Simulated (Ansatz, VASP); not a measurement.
One calculation of Ir, two programs

The input POSCAR:

```
Ir
1.0
    0.0000000000      1.9738042925      1.8158999491
    1.9738042925      0.0000000000      1.8158999491
    1.9738042925      1.9738042925      0.0000000000
Ir
1
Direct
    0.0000000000      0.0000000000      0.0000000000
```

File INCAR.step1:

```
PREC     = Accurate       # precision mode
ENCUT    = 620            # plane-wave cutoff, eV
ISMEAR   = 0              # smearing method
SIGMA    = 0.15           # smearing width, eV
LREAL    = False          # projectors in reciprocal space
LASPH    = True           # aspherical terms in the spheres
NELM     = 120            # most SCF steps
NBANDS   = 14             # bands
GGA      = PE             # functional
ALGO     = Normal         # electronic algorithm
EDIFF    = 1E-5           # SCF threshold, eV
LWAVE    = True           # write WAVECAR
LCHARG   = False          # write CHGCAR
GGA_COMPAT= False
```

File INCAR.step2:

```
PREC     = Accurate       # precision mode
ENCUT    = 620            # plane-wave cutoff, eV
EDIFF    = 1E-6           # SCF threshold, eV
ISMEAR   = 0              # smearing method
SIGMA    = 0.15           # smearing width, eV
LREAL    = False          # projectors in reciprocal space
LASPH    = True           # aspherical terms in the spheres
NELM     = 120            # most SCF steps
ALGO     = Normal         # electronic algorithm
ISIF     = 2              # what is computed and relaxed
LWAVE    = False          # write WAVECAR
LCHARG   = False          # write CHGCAR
METAGGA  = R2SCAN         # meta-GGA
LMIXTAU  = True         
NBANDS   = 14             # bands
ISTART   = 1            
GGA_COMPAT= False
```

The input KPOINTS:

```
Automatic mesh
0
Gamma
  24 24 24
```

Input for Ansatz:

```yaml
crystal:
  lattice:
    - [0.0, 1.9738042925, 1.8158999491]
    - [1.9738042925, 0.0, 1.8158999491]
    - [1.9738042925, 1.9738042925, 0.0]
  atoms:
    - { symbol: Ir, position: [0.0, 0.0, 0.0] }
basis:
  ecutwfc: 500
kpoints:
  mp_grid: { grid: [24, 24, 24] }
hamiltonian:
  xc: r2scan
scf:
  occupations: { method: gaussian, width: 0.15 }
output:
  forces: true
  stress: true
  eigenvalues: true
```

Alike in both runs: task single point; functional r2SCAN; k mesh 24 × 24 × 24; occupations gaussian, width 0.15 eV; no spin polarisation.

|  | VASP | Ansatz |
| --- | --- | --- |
| version | VASP 6.6.1 | Ansatz 0.2.0 |
| potentials or method | VASP PAW PBE potentials, release 64 (Ir_sv_GW), cutoff 620 eV | scalar-relativistic, plane waves, PAW |
| valence electrons in the cell | 17 | 17 |

Ansatz gave:

| Property | Result |
| --- | --- |
| gap on the k mesh at the Fermi level (eV) | none |
| pressure (GPa) | 3.0 |
| traceless stress, the component that is largest in VASP (GPa) | 19.89 |

Problem. Which values does VASP return?

Solution. gap on the k mesh at the Fermi level (eV): none; pressure (GPa): 2.0; traceless stress, the component that is largest in VASP (GPa): 19.87.

VASP's potentials were made for PBE, not for r2SCAN. A gap of «none» marks a metal or a gap that the smearing closes. The functional is the same, so the differences come from potentials, cutoffs and numerics.

Spin-orbit coupling is off throughout.
